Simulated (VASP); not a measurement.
Wanted: the native input for a VASP 6.6.1 run.

- Task: single point
- Functional: PBE
- Dispersion: D3(BJ)
- Potentials or basis: VASP PAW PBE potentials, release 64 (Si, O)
- Cutoff: 520 eV
- k mesh: 7 × 7 × 1
- Occupations: gaussian, width 0.05 eV
- Spin: collinear spin, ferromagnetic start
- Starting moments: [0.0, 0.0, 0.0, 0.0, 2.0] μB
- Dipole correction: yes
- Further INCAR settings: ALGO = Normal; EDIFF = 1e-06; NBANDS = 23

The structure of Si4O lies in POSCAR:

```
Si4O
1.0
    3.8333442603      0.0000000000      0.0000000000
    0.0000000000      3.8333442603      0.0000000000
    0.0000000000      0.0000000000     21.2034818054
Si O
4 1
Direct
    0.0000000000      0.5000000000      0.1886482624
    0.0000000000      0.0000000000      0.2525666261
    0.5000000000      0.0000000000      0.3191936744
    0.5000000000      0.5000000000      0.3821769405
    0.6250000000      1.0000000000      0.5000821046
```

The input as run:

INCAR

```
SYSTEM = Si4O
PREC = Accurate
ENCUT = 520
EDIFF = 1E-6
ISMEAR = 0
SIGMA = 0.05
LREAL = .False.
LASPH = .True.
NELM = 150
ALGO = Normal
ISIF = 2
LWAVE = .False.
LCHARG = .False.
ISPIN = 2
MAGMOM = 0 0 0 0 2
LORBIT = 11
LDIPOL = .True.
IDIPOL = 3
DIPOL = 0.5 0.5 0.329
GGA = PE
IVDW = 12
NBANDS = 23
```

KPOINTS

```
regular mesh
0
Gamma
  7 7 1
  0 0 0
```

Potentials or basis: VASP PAW PBE potentials, release 64 (Si, O).

Run with:

```console
$ cat potpaw_PBE.64/Si/POTCAR potpaw_PBE.64/O/POTCAR > POTCAR
$ mpirun -np 1 vasp_std > vasp.out
```

It gave:

```yaml
Largest_force: 0.701 eV/Å
Net_moment: 1.77 μB per cell
Site_moments: Si +0.01, -0.00, -0.01 (each value once); O +1.39 μB
Valence_electrons_inside_the_program's_atomic_spheres: Si 1.58, 1.67, 1.56 (each value once); O 4.58
Dispersion_energy_per_atom: -0.198 eV
```

It took 6.3 min on 1 thread of Intel(R) Xeon(R) 6975P-C (Granite Rapids) (shared host), peak memory 0.58 GiB.
